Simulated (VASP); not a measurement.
Wanted: the native input for a VASP 6.6.1 run.

| Quantity | Value |
| --- | --- |
| Task | single point |
| Functional | PBEsol |
| Potentials or basis | VASP PAW PBE potentials, release 64 (Si) |
| Cutoff | 520 eV |
| k mesh | 8 × 8 × 8 |
| Occupations | fermi-dirac, width 0.05 eV |
| Spin | no spin polarisation |
| Dipole correction | no |
| Further INCAR settings | ALGO = Normal; EDIFF = 1e-06; NBANDS = 16 |

The structure of Si lies in POSCAR:

```
Si
1.0
   -3.2575590318      3.2575590318      1.8831422881
    3.2575590318     -3.2575590318      1.8831422881
    3.2575590318      3.2575590318     -1.8831422881
Si
4
Direct
    0.8211989400      0.1788010600      0.0000000000
    0.1788010600      0.8211989400      0.0000000000
    0.8211989400      0.8211989400      0.6423978800
    0.1788010600      0.1788010600      0.3576021200
```

One way to write it, as run:

INCAR

```
ALGO = Normal
EDIFF = 1E-6
ENCUT = 520
GGA = PS
ISIF = 2
ISMEAR = -1
LASPH = T
LCHARG = F
LREAL = F
LWAVE = F
NBANDS = 16
NELM = 60
PREC = Accurate
SIGMA = 0.05
```

KPOINTS

```
k-points
0
Gamma
  8 8 8
```

Potentials or basis: VASP PAW PBE potentials, release 64 (Si).

Run with:

```bash
$ cat potpaw_PBE.64/Si/POTCAR > POTCAR
$ mpirun -np 1 vasp_std > vasp.out
```

Results of the run:

The pressure is 5.8 GPa. The largest force is 0.082 eV/Å and the band gap on the k mesh is 0.01 eV (least direct gap 0.20 eV).

Caveat: the cell stands under pressure; the PAW data sets were made with another functional, which shifts forces and pressure a little.

Run time: 68 s on 1 thread of Intel(R) Xeon(R) Platinum 8488C (Sapphire Rapids) (shared host), peak memory 0.23 GiB.
